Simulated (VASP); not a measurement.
The system is Zr3SeS2.

```xyz
6
Lattice="8.2643 0.0000 0.0000 -4.1321 7.1571 0.0000 0.0000 0.0000 3.2012" Properties=species:S:1:pos:R:3 pbc="T T T"
Zr    4.1321    0.0000    1.6006
Zr   -2.0661    3.5785    1.6006
Zr    2.0661    3.5785    1.6006
Se    0.0000    0.0000    1.6006
S     0.0000    4.7714    1.6006
S     4.1321    2.3857    1.6006
```

The cell was built from a structure type or drawn by symmetry, and may not be a known phase.

* Program: VASP 6.6.1
* Task: relaxation of cell and atoms
* Functional: PBE
* Potentials or basis: VASP PAW PBE potentials, release 64 (Zr_sv, Se, S)
* Cutoff: 600 eV
* k mesh: 3 × 3 × 6
* Occupations: gaussian, width 0.1 eV
* Spin: no spin polarisation

At the start: pressure -0.5 GPa; volume 31.56 Å³/atom.

Q: Where does the relaxation end?

A: Over 3 steps the energy falls by 5.3 meV/atom and the volume is 30.89 Å³/atom (-2.1 %); space group P6/mmm (No. 191, to 0.1 Å) before and after.

The path:
```csv
step,energy change (eV),largest force (eV/Å),pressure (GPa),volume (Å³)
1,0.0000,0.0000,-0.53,189.34
2,-0.0289,0.0000,-0.10,186.45
3,-0.0316,0.0000,0.08,185.36
```

Final structure:
```
Zr Se S
1.0
     8.28276    0.00000    0.00000
    -4.14138    7.17308    0.00000
     0.00000    0.00000    3.11994
Zr Se S
3 1 2
Direct
  0.50000 0.00000 0.50000
  0.00000 0.50000 0.50000
  0.50000 0.50000 0.50000
  0.00000 0.00000 0.50000
  0.33333 0.66667 0.50000
  0.66667 0.33333 0.50000
```
